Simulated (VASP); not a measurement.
# Sb (R-3m) in VASP: a series of runs, part 2 of 2

VASP 6.6.1.

### 3 Relaxation of shape and atoms at fixed volume, PBE (volume scaled by 1.03)

The input, INCAR:

```
  ALGO = Normal
  EDIFF = 1E-6
  EDIFFG = -0.01
  ENCUT = 600
  GGA = PE
  IBRION = 2
  ISIF = 4
  ISMEAR = 0
  LASPH = T
  LCHARG = F
  LREAL = F
  LWAVE = F
  NELM = 100
  NSW = 50
  PREC = Accurate
  SIGMA = 0.1
```

The input, KPOINTS:

```
k-points
0
Gamma
  12 12 12
```

The input, POSCAR:

```
Sb
1.0
    2.2094674656      1.2756366360      3.8809193141
   -2.2094674656      1.2756366360      3.8809193141
    0.0000000000     -2.5512732721      3.8809193141
Sb
2
Direct
    0.2327487024      0.2327487024      0.2327487024
    0.7672512976      0.7672512976      0.7672512976
```

Potentials or basis: VASP PAW PBE potentials, release 64 (Sb).

Run with:

```bash
$ cat potpaw_PBE.64/Sb/POTCAR > POTCAR
$ mpirun -np 1 vasp_std > vasp.out
```

OUTCAR:

```text
EDIFF = 1E-6
   EDIFFG = -0.01
   ENCUT = 600
   GGA = PE
   IBRION = 2
   ISIF = 4
   ISMEAR = 0
   LASPH = T
   LREAL = F
   NELM = 100
   NSW = 50
   PREC = Accurate

 ion  position               nearest neighbor table
   1  0.233  0.233  0.233-   2 2.98   2 2.98   2 2.98   2 3.46   2 3.46   2 3.46
   2  0.767  0.767  0.767-   1 2.98   1 2.98   1 2.98   1 3.46   1 3.46   1 3.46

  LATTYP: Found a trigonal (rhomboedric) cell.
 ALAT       =     4.6444084695
 COS(alpha) =     0.5473688895

  Lattice vectors:

 A1 = (   2.2094674656,   1.2756366360,   3.8809193141)
 A2 = (  -2.2094674656,   1.2756366360,   3.8809193141)
 A3 = (   0.0000000000,  -2.5512732721,   3.8809193141)

Analysis of symmetry for initial positions (statically):
=====================================================================
 Subroutine PRICEL returns:
 Original cell was already a primitive cell.

 Routine SETGRP: Setting up the symmetry group for a
 trigonal (rhombohedral) supercell.

 Subroutine GETGRP returns: Found 12 space group operations
 (whereof 12 operations were pure point group operations)
 out of a pool of 12 trial point group operations.

The static configuration has the point symmetry D_3d.

[... 169 lines left out ...]
  -------------------------------------------------------------------------------------
  Total       -0.5973261     -0.5973261     -0.4791727      0.0000000      0.0000000      0.0000000
  in kB      -14.5821529    -14.5821529    -11.6977450      0.0000000      0.0000000      0.0000000
  external PRESSURE =     -13.6206836 kB  Pullay stress =       0.0000000 kB
[... 167 lines left out ...]
--------------------------------------- Ionic step        6  -------------------------------------------

 number of electron       9.9999999 magnetization

 Free energy of the ion-electron system (eV)
  ---------------------------------------------------
  ext. energy  EPLUGINS =         0.00000000
  ---------------------------------------------------
  free energy    TOTEN  =        -8.26951884 eV

  energy without entropy =       -8.26865651  energy(sigma->0) =       -8.26908767

 E-fermi :   6.2403     XC(G=0):  -9.1654

 val. band max:        6.2360509440   @ k =   0.4167   0.0833   0.0833
 cond. band min:       6.4398963597   @ k =   0.4167   0.0000   0.0000
 fundamental gap:      0.2038454157
 Fermi energy:         6.2403241693

 k-point     1 :       0.0000    0.0000    0.0000
  band No.  band energies     occupation
      1      -5.8641      2.00000
      2       1.0889      2.00000
      3       4.3656      2.00000
      4       4.6663      2.00000
      5       4.6663      2.00000
      6       8.1233      0.00000
      7       8.7929      0.00000
      8       8.7929      0.00000
      9      11.5776      0.00000
[... 265 lines left out ...]
 k-point    24 :      -0.4167    0.1667    0.0000
  band No.  band energies     occupation
      1      -3.5903      2.00000
      2      -2.8552      2.00000
      3       2.8444      2.00000
      4       4.1191      2.00000
      5       4.7459      2.00000
      6       7.2495      0.00000
      7       7.4444      0.00000
      8       9.1683      0.00000
      9      12.6822      0.00000

 [... further k-points ...]
[... 5 lines left out ...]
  --------------------------------------------------------------------------------------
  -------------------------------------------------------------------------------------
  Total       -0.3682088     -0.3682088     -0.3667838      0.0000000      0.0000000      0.0000000
  in kB       -8.9888521     -8.9888521     -8.9540649      0.0000000      0.0000000      0.0000000
  external PRESSURE =      -8.9772564 kB  Pullay stress =       0.0000000 kB
[... 17 lines left out ...]
  FREE ENERGIE OF THE ION-ELECTRON SYSTEM (eV)
  ---------------------------------------------------
  free  energy   TOTEN  =        -8.2695188374 eV

  energy  without entropy=       -8.2686565096  energy(sigma->0) =       -8.26908767

 reached required accuracy - stopping structural energy minimisation
```

OSZICAR:

```text
N       E                     dE             d eps       ncg     rms          rms(c)
DAV:   1     0.410973999438E+02    0.41097E+02   -0.39286E+03  3402   0.969E+02
DAV:   2    -0.642542609546E+01   -0.47523E+02   -0.46494E+02  4821   0.127E+02
[... 32 lines left out ...]
   5 F= -.82694694E+01 E0= -.82690506E+01  d E =-.185242E-03
       N       E                     dE             d eps       ncg     rms          rms(c)
DAV:   1    -0.826954790805E+01   -0.78867E-04   -0.50949E-03  3490   0.412E-01    0.303E-02
DAV:   2    -0.826952830342E+01    0.19605E-04   -0.14617E-04  3520   0.915E-02    0.178E-02
DAV:   3    -0.826951857424E+01    0.97292E-05   -0.51873E-05  4172   0.424E-02    0.366E-03
DAV:   4    -0.826951883738E+01   -0.26314E-06   -0.39348E-06  3404   0.155E-02
   6 F= -.82695188E+01 E0= -.82690877E+01  d E =-.234659E-03
```

CONTCAR:

```text
Sb
   1.00000000000000
     2.1984617339863894    1.2692824738917454    3.9198731580616961
    -2.1984617339863894    1.2692824738917454    3.9198731580616961
     0.0000000000000000   -2.5385649478775338    3.9198731580598998
  Sb
     2
Direct
     0.2314926638059465    0.2314926638059465    0.2314926638059457
     0.7685073361940535    0.7685073361940535    0.7685073361940543

  0.00000000E+00  0.00000000E+00  0.00000000E+00
  0.00000000E+00  0.00000000E+00  0.00000000E+00
```

It took 2.4 min on 1 thread of Intel Xeon 6975P-C (Granite Rapids), shared host; peak memory 0.33 GiB.

Results:

```yaml
Free_energy: -8.2695 eV
Energy_gained_by_relaxing: 1.1 meV/atom
Ionic_steps: 6
Pressure_after_relaxing: -0.9 GPa
Band_gap_on_the_k_mesh: zero (band 5 reaches 6.22 eV, above the bottom of band 6 at 6.07 eV)
```

The path:
```tsv
step	energy change (eV)	largest force (eV/Å)	pressure (GPa)	volume (Å³)
1	0.0000	0.1088	-1.36	65.63
2	-0.0011	0.0660	-1.23	65.63
3	-0.0020	0.0080	-0.98	65.63
4	-0.0020	0.0180	-0.94	65.63
5	-0.0022	0.0083	-0.92	65.63
6	-0.0022	0.0005	-0.90	65.63
```

Final structure:
```cif
data_structure
_symmetry_space_group_name_H-M 'P 1'
_symmetry_Int_Tables_number 1
_cell_length_a 4.6701
_cell_length_b 4.6701
_cell_length_c 4.6701
_cell_angle_alpha 56.166
_cell_angle_beta 56.166
_cell_angle_gamma 56.166
_cell_volume 65.63
loop_
_atom_site_label
_atom_site_type_symbol
_atom_site_fract_x
_atom_site_fract_y
_atom_site_fract_z
_atom_site_occupancy
Sb1 Sb 0.23149 0.23149 0.23149 1
Sb2 Sb 0.76851 0.76851 0.76851 1
```

Caveat: the cell differs from its parent crystal (volume scaled by 1.03); spin-orbit coupling is left out, which moves the levels of the heavy elements.

### 4 Relaxation of shape and atoms at fixed volume, PBE (volume scaled by 1.06)

The input, INCAR:

```
PREC     = Accurate       # precision mode
ENCUT    = 600            # plane-wave cutoff, eV
EDIFF    = 1E-7           # SCF threshold, eV
ISMEAR   = 0              # smearing method
SIGMA    = 0.1            # smearing width, eV
LREAL    = F              # projectors in reciprocal space
LASPH    = T              # aspherical terms in the spheres
NELM     = 100            # most SCF steps
ALGO     = Normal         # electronic algorithm
ISIF     = 4              # what is computed and relaxed
LWAVE    = F              # write WAVECAR
LCHARG   = F              # write CHGCAR
GGA      = PE             # functional
IBRION   = 2              # ionic algorithm
NSW      = 50             # ionic steps
EDIFFG   = -0.01          # ionic threshold
```

The input, KPOINTS:

```
regular mesh
0
Gamma
  12 12 12
```

The input, POSCAR:

```
Sb
1.0
    2.2155604289      1.2791544100      3.9720186277
   -2.2155604289      1.2791544100      3.9720186277
    0.0000000000     -2.5583088201      3.9720186277
Sb
2
Direct
    0.2311405941      0.2311405941      0.2311405941
    0.7688594059      0.7688594059      0.7688594059
```

Potentials or basis: VASP PAW PBE potentials, release 64 (Sb).

Run with:

```bash
$ cat potpaw_PBE.64/Sb/POTCAR > POTCAR
$ mpirun -np 1 vasp_std > vasp.out
```

OUTCAR:

```text
PREC = Accurate
   ENCUT = 600
   EDIFF = 1E-7
   ISMEAR = 0
   LREAL = F
   LASPH = T
   NELM = 100
   ISIF = 4
   GGA = PE
   IBRION = 2
   NSW = 50
   EDIFFG = -0.01

 ion  position               nearest neighbor table
   1  0.231  0.231  0.231-   2 2.98   2 2.98   2 2.98   2 3.53   2 3.53   2 3.53
   2  0.769  0.769  0.769-   1 2.98   1 2.98   1 2.98   1 3.53   1 3.53   1 3.53

  LATTYP: Found a trigonal (rhomboedric) cell.
 ALAT       =     4.7246032635
 COS(alpha) =     0.5601885778

  Lattice vectors:

 A1 = (   2.2155604289,   1.2791544100,   3.9720186277)
 A2 = (  -2.2155604289,   1.2791544100,   3.9720186277)
 A3 = (   0.0000000000,  -2.5583088201,   3.9720186277)

Analysis of symmetry for initial positions (statically):
=====================================================================
[... 370 lines left out ...]

 k-point     1 :       0.0000    0.0000    0.0000
  band No.  band energies     occupation
      1      -6.0337      2.00000
      2       0.6402      2.00000
      3       4.0550      2.00000
      4       4.4173      2.00000
      5       4.4173      2.00000
      6       7.6472      0.00000
      7       8.3869      0.00000
      8       8.3869      0.00000
      9      11.3955      0.00000
[... 265 lines left out ...]
 k-point    24 :      -0.4167    0.1667    0.0000
  band No.  band energies     occupation
      1      -3.8365      2.00000
      2      -3.0714      2.00000
      3       2.5884      2.00000
      4       3.7638      2.00000
      5       4.4859      2.00000
      6       6.9259      0.00000
      7       7.1169      0.00000
      8       8.7862      0.00000
      9      12.2849      0.00000

 [... further k-points ...]

------------------------ aborting loop because EDIFF is reached ----------------------------------------

  FORCE on cell =-STRESS in cart. coord.  units (eV):
  Direction    XX          YY          ZZ          XY          YZ          ZX
  --------------------------------------------------------------------------------------
  -------------------------------------------------------------------------------------
  Total       -0.6259467     -0.6259467     -0.6166221      0.0000000      0.0000000      0.0000000
  in kB      -14.8483717    -14.8483717    -14.6271782      0.0000000      0.0000000      0.0000000
  external PRESSURE =     -14.7746405 kB  Pullay stress =       0.0000000 kB
[... 17 lines left out ...]
  FREE ENERGIE OF THE ION-ELECTRON SYSTEM (eV)
  ---------------------------------------------------
  free  energy   TOTEN  =        -8.2552027173 eV

  energy  without entropy=       -8.2542363149  energy(sigma->0) =       -8.25471952

 reached required accuracy - stopping structural energy minimisation
```

Wall time 2.6 min (1 thread of Intel Xeon 6975P-C (Granite Rapids), shared host); peak memory 0.33 GiB.

Results:

```
Free energy               : -8.2552 eV
Energy gained by relaxing : 1.2 meV/atom
Ionic steps               : 6
Pressure after relaxing   : -1.5 GPa
Band gap on the k mesh    : zero (band 5 reaches 5.93 eV, above the bottom of band 6 at 5.76 eV)
```

Forces on the atoms (eV/Å):
```
Sb   0.000  0.000  0.002
Sb   0.000  0.000 -0.002
```

Step by step:
```csv
step,energy change (eV),largest force (eV/Å),pressure (GPa),volume (Å³)
1,0.0000,0.1146,-1.98,67.54
2,-0.0012,0.0667,-1.83,67.54
3,-0.0019,0.0075,-1.64,67.54
4,-0.0020,0.0177,-1.57,67.54
5,-0.0022,0.0106,-1.52,67.54
6,-0.0024,0.0024,-1.48,67.54
```

Final structure:
```
CELL_PARAMETERS angstrom
2.20417 1.27258 4.01319
-2.20417 1.27258 4.01319
0.00000 -2.54515 4.01319
ATOMIC_POSITIONS crystal
Sb 0.22986 0.22986 0.22986
Sb 0.77014 0.77014 0.77014
```

Caveat: the cell differs from its parent crystal (volume scaled by 1.06); spin-orbit coupling is left out, which moves the levels of the heavy elements.

### 5 Summary

```tsv
cell	gap on the mesh (eV)	pressure (GPa)
relaxed from a = 4.552 Å, angles 56.8°, 2 atoms	none	1.0
relaxed from a = 4.644 Å, angles 56.8°, 2 atoms	none	-0.9
relaxed from a = 4.725 Å, angles 55.9°, 2 atoms	none	-1.5
```

Alike in all rows: task relaxation of shape and atoms at fixed volume; level PBE; potentials or basis VASP PAW PBE potentials, release 64 (Sb); no spin polarisation; k mesh 12 × 12 × 12; cutoff (eV) 600; smearing gaussian 0.1 eV.

Caveats: spin-orbit coupling is left out, which moves the levels of the heavy elements.

Total energies depend on the potentials used, so only differences within one code and one set of settings carry meaning.
